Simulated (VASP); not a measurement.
# S (Pm-3m) in VASP: a series of runs

Runs on S. Level: PBEsol. Tasks: single point.

Program: VASP 6.6.1. These are calculated values, not measurements. Logs are shortened: lines on timing, memory, paths and dates and some standing lists are left out, and cuts for length are marked.

### 1 The cell of the first run

Symmetry: Pm-3m, No. 221, cubic system. Conventional cell: a = 2.142 Å, b = 2.142 Å, c = 2.142 Å, α = 90.00°, β = 90.00°, γ = 90.00°. Within 2.8 Å of S (site symmetry m-3m) lie 6 S at 2.14 Å.

This isn't the form of S at room conditions, which is orthorhombic, of S8 rings.

### 2 Single point, PBEsol (9.82 Å³/atom)

INCAR reads:

```
SYSTEM = S
PREC = Accurate
ENCUT = 520
EDIFF = 1E-6
ISMEAR = -1
SIGMA = 0.05
LREAL = .False.
LASPH = .True.
NELM = 80
ALGO = Normal
ISIF = 2
LWAVE = .False.
LCHARG = .False.
GGA = PS
NBANDS = 9
```

KPOINTS reads:

```
regular mesh
0
Gamma
  16 16 16
  0 0 0
```

POSCAR reads:

```
S
1.0
    2.1417139849      0.0000000000      0.0000000000
    0.0000000000      2.1417139849      0.0000000000
    0.0000000000      0.0000000000      2.1417139849
S
1
Direct
    0.0000000000      0.0000000000      0.0000000000
```

Potentials or basis: VASP PAW PBE potentials, release 64 (S).

Command:

```bash
> cat potpaw_PBE.64/S/POTCAR > POTCAR
> mpirun -np 1 vasp_std > vasp.out
```

OUTCAR:

```text
SYSTEM = S
   PREC = Accurate
   ENCUT = 520
   EDIFF = 1E-6
   ISMEAR = -1
   LREAL = .False.
   LASPH = .True.
   NELM = 80
   ISIF = 2
   GGA = PS

 ion  position               nearest neighbor table
   1  0.000  0.000  0.000-

  LATTYP: Found a simple cubic cell.
 ALAT       =     2.1417139849

  Lattice vectors:

 A1 = (   2.1417139849,   0.0000000000,   0.0000000000)
 A2 = (   0.0000000000,   2.1417139849,   0.0000000000)
 A3 = (   0.0000000000,   0.0000000000,   2.1417139849)

Analysis of symmetry for initial positions (statically):
=====================================================================
 Subroutine PRICEL returns:
 Original cell was already a primitive cell.

 Routine SETGRP: Setting up the symmetry group for a
 simple cubic supercell.

 Subroutine GETGRP returns: Found 48 space group operations
 (whereof 48 operations were pure point group operations)
 out of a pool of 48 trial point group operations.

The static configuration has the point symmetry O_h .

Analysis of symmetry for dynamics (positions and initial velocities):
=====================================================================
 Subroutine PRICEL returns:
 Original cell was already a primitive cell.

 Routine SETGRP: Setting up the symmetry group for a
 simple cubic supercell.

 Subroutine GETGRP returns: Found 48 space group operations
 (whereof 48 operations were pure point group operations)
 out of a pool of 48 trial point group operations.

The dynamic configuration has the point symmetry O_h .

 Subroutine INISYM returns: Found 48 space group operations
 (whereof 48 operations are pure point group operations),
 and found     1 'primitive' translations

----------------------------------------------------------------------------------------

                                     Primitive cell

  volume of cell :       9.8239

  direct lattice vectors                    reciprocal lattice vectors
     2.141713985  0.000000000  0.000000000     0.466915754  0.000000000  0.000000000
     0.000000000  2.141713985  0.000000000     0.000000000  0.466915754  0.000000000
     0.000000000  0.000000000  2.141713985     0.000000000  0.000000000  0.466915754

  length of vectors
[... 72 lines left out ...]
   ISTART =      0    job   : 0-new  1-cont  2-samecut
   ICHARG =      2    charge: 1-file 2-atom 10-const
   ISPIN  =      1    spin polarized calculation?
   LNONCOLLINEAR =      F non collinear calculations
   LSORBIT =      F    spin-orbit coupling
   LASPH  =      T    aspherical Exc in radial PAW
   ENCUT  =  520.0 eV  38.22 Ry    6.18 a.u.   3.98  3.98  3.98*2*pi/ulx,y,z
   NELM   =     80;   NELMIN=  2; NELMDL= -5     # of ELM steps
   EDIFF  = 0.1E-05   stopping-criterion for ELM
   LREAL  =      F    real-space projection
[... 7 lines left out ...]
   TEBEG  =    0.0;   TEEND  =   0.0 temperature during run
   PSTRESS=    0.0 pullay stress
   NELECT =       6.0000    total number of electrons
   NUPDOWN=      -1.0000    fix difference up-down
   EMIN   =  10.00;   EMAX   =-10.00  energy-range for DOS
   EFERMI =   0.00;   METHOD = LEGACY
   ISMEAR =    -1;   SIGMA  =   0.05  broadening in eV -4-tet -1-fermi 0-gaus
   EFERMI_NEDOS =   21; number of points for ismear=-14 and -15
   IALGO  =     38    algorithm
   IMIX   =      4    mixing-type and parameters
     AMIX     =   0.40;   BMIX     =  1.00
     AMIX_MAG =   1.60;   BMIX_MAG =  1.00
  volume/ion in A,a.u.               =       9.82        66.30
  Fermi-wavevector in a.u.,A,eV,Ry     =   1.388984  2.624798 26.249385  1.929275
  Thomas-Fermi vector in A             =   2.513058
   LORBIT       =      0    0 simple, 1 ext, 2 COOP (PROOUT), +10 PAW based schemes
   GGA     = PS    functional components
   LHFCALC =     F    Hartree Fock is set to
   AEXX    =    0.0000 exact exchange contribution
   IVDW    =     0    specifies the selected vdW correction
   LEPSILON=     F    determine dielectric tensor
   LRPA    =     F    only Hartree local field effects (RPA)
 non-spin polarized calculation
  energy-cutoff  :      520.00
  volume of cell :        9.82
 maximum number of plane-waves:       282
 NGX is ok and might be reduce to    16
   NGX =  7   NGY =  7   NGZ =  7

 number of electron       5.9999999 magnetization

 Free energy of the ion-electron system (eV)
  ---------------------------------------------------
  ext. energy  EPLUGINS =         0.00000000
  ---------------------------------------------------
  free energy    TOTEN  =        -2.38041188 eV

  energy without entropy =       -2.37712303  energy(sigma->0) =       -2.37876746

 E-fermi :  16.9528     XC(G=0): -13.4555

 val. band max:       16.9440536546   @ k =   0.3750   0.2500   0.2500
 cond. band min:      16.9927236177   @ k =   0.4375   0.4375   0.3125
 fundamental gap:      0.0486699632
 Fermi energy:        16.9527833391

 k-point     1 :       0.0000    0.0000    0.0000
  band No.  band energies     occupation
      1      -7.4587      2.00000
      2      19.9978      0.00000
      3      19.9978      0.00000
      4      19.9978      0.00000
      5      21.8554      0.00000
      6      21.8554      0.00000
      7      32.6812      0.00000
      8      45.0257      0.00000
      9      45.0257      0.00000
[... 265 lines left out ...]
 k-point    24 :       0.5000    0.1250    0.0000
  band No.  band energies     occupation
      1      -1.1964      2.00000
      2       2.5468      2.00000
      3      19.2173      0.00000
      4      24.0527      0.00000
      5      26.7246      0.00000
      6      28.8823      0.00000
      7      32.1041      0.00000
      8      36.9644      0.00000
      9      39.1931      0.00000

 [... further k-points ...]

------------------------ aborting loop because EDIFF is reached ----------------------------------------

  FORCE on cell =-STRESS in cart. coord.  units (eV):
  Direction    XX          YY          ZZ          XY          YZ          ZX
  --------------------------------------------------------------------------------------
  -------------------------------------------------------------------------------------
  Total        6.2707159      6.2707159      6.2707159      0.0000000      0.0000000     -0.0000000
  in kB     1022.6883132   1022.6883132   1022.6883132      0.0000000      0.0000000     -0.0000000
  external PRESSURE =    1022.6883132 kB  Pullay stress =       0.0000000 kB

 VOLUME and BASIS-vectors are now :
 -----------------------------------------------------------------------------
  energy-cutoff  :      520.00
  volume of cell :        9.82
      direct lattice vectors                 reciprocal lattice vectors
     2.141713985  0.000000000  0.000000000     0.466915754  0.000000000  0.000000000
     0.000000000  2.141713985  0.000000000     0.000000000  0.466915754  0.000000000
     0.000000000  0.000000000  2.141713985     0.000000000  0.000000000  0.466915754

 POSITION                                       TOTAL-FORCE (eV/Angst)
 -----------------------------------------------------------------------------------
      0.00000      0.00000      0.00000         0.000000      0.000000      0.000000
 -----------------------------------------------------------------------------------
    total drift:                                0.000000     -0.000000     -0.000000

  FREE ENERGIE OF THE ION-ELECTRON SYSTEM (eV)
  ---------------------------------------------------
  free  energy   TOTEN  =        -2.3804118817 eV

  energy  without entropy=       -2.3771230314  energy(sigma->0) =       -2.37876746
```

OSZICAR:

```text
N       E                     dE             d eps       ncg     rms          rms(c)
DAV:   1     0.708552700208E+01    0.70855E+01   -0.32101E+03  3291   0.578E+02
DAV:   2    -0.226109644286E+01   -0.93466E+01   -0.89887E+01  4350   0.801E+01
DAV:   3    -0.241216581571E+01   -0.15107E+00   -0.15024E+00  3396   0.815E+00
DAV:   4    -0.241246530558E+01   -0.29949E-03   -0.29946E-03  4209   0.396E-01
DAV:   5    -0.241246550580E+01   -0.20022E-06   -0.19907E-06  3472   0.773E-03    0.276E+01
DAV:   6    -0.239078684361E+01    0.21679E-01   -0.70975E-03  3254   0.480E-01    0.165E+01
DAV:   7    -0.238052479935E+01    0.10262E-01   -0.11137E-02  3197   0.633E-01    0.115E-01
DAV:   8    -0.238041973645E+01    0.10506E-03   -0.19033E-04  3247   0.988E-02    0.391E-02
DAV:   9    -0.238041141508E+01    0.83214E-05   -0.24035E-05  3522   0.297E-02    0.127E-02
DAV:  10    -0.238041188166E+01   -0.46658E-06   -0.36898E-07  2162   0.456E-03
   1 F= -.23804119E+01 E0= -.23787675E+01  d E =-.328885E-02
```

stdout:

```text
POSCAR found type information on POSCAR S
 POSCAR found :  1 types and       1 ions
 scaLAPACK will be used
 -----------------------------------------------------------------------------
|                                                                             |
|                                                                             |
|     You enforced a specific xc type in the INCAR file but a different       |
|     I HOPE YOU KNOW WHAT YOU ARE DOING!                                     |
|                                                                             |
 -----------------------------------------------------------------------------

 LDA part: xc-table for (Slater+PW92), standard interpolation
 POSCAR, INCAR and KPOINTS ok, starting setup
 FFT: planning ... GRIDC
 FFT: planning ... GRID_SOFT
 FFT: planning ... GRID
 WAVECAR not read
 entering main loop
```

Wall time 5.7 s (1 thread of Intel Xeon 8259CL, shared host); peak memory 0.12 GiB.

Results:

```yaml
Free_energy: -2.3804 eV
Pressure: 102.3 GPa
Band_gap_on_the_k_mesh: zero (bands 3 and 4 overlap by 10.79 eV)
```

Caveat: the cell stands under pressure; the PAW data sets were made with another functional, which shifts forces and pressure a little.

### 3 Single point, PBEsol (11.46 Å³/atom)

This run uses another cell than the first one, of 11.46 Å³/atom.

INCAR reads:

```
ALGO = Normal ; EDIFF = 1E-6
ENCUT = 520 ; GGA = PS
ISIF = 2 ; ISMEAR = -1
LASPH = True ; LCHARG = True
LELF = True ; LREAL = False
LVHAR = True ; LWAVE = False
NBANDS = 9 ; NELM = 100
PREC = Accurate ; SIGMA = 0.05
```

KPOINTS reads:

```
k-points
0
Gamma
  16 16 16
```

POSCAR reads:

```
S
1.0
    2.2546392806      0.0000000000      0.0000000000
    0.0000000000      2.2546392806      0.0000000000
    0.0000000000      0.0000000000      2.2546392806
S
1
Direct
    0.0000000000      0.0000000000      0.0000000000
```

Potentials or basis: VASP PAW PBE potentials, release 64 (S).

Command:

```bash
> cat potpaw_PBE.64/S/POTCAR > POTCAR
> mpirun -np 1 vasp_std > vasp.out
```

It took 14 s on 1 thread of Intel Xeon 8259CL, shared host; peak memory 0.12 GiB.

Results (log left out):

- Free energy: -3.1971 eV
- Pressure: 59.8 GPa
- Band gap on the k mesh: zero (bands 3 and 4 overlap by 11.05 eV)

Levels at points of the mesh, in eV from the Fermi level:
```
           k point  band 1  band 2  band 3  band 4  band 5  band 6  band 7  band 8
(0.00, 0.00, 0.00)  -22.18    2.34    2.34    2.34    5.52    5.52   13.68   25.83
(0.50, 0.00, 0.00)  -17.34  -12.88    5.30    5.30    8.43   14.31   14.31   16.69
(0.50, 0.50, 0.00)  -12.16   -9.12   -9.12   -1.13    7.98   17.00   17.18   17.18
(0.50, 0.50, 0.50)   -5.88   -5.75   -5.75   -5.75    3.15    3.15    3.15   10.65
```

Caveat: the cell stands under pressure; the PAW data sets were made with another functional, which shifts forces and pressure a little.
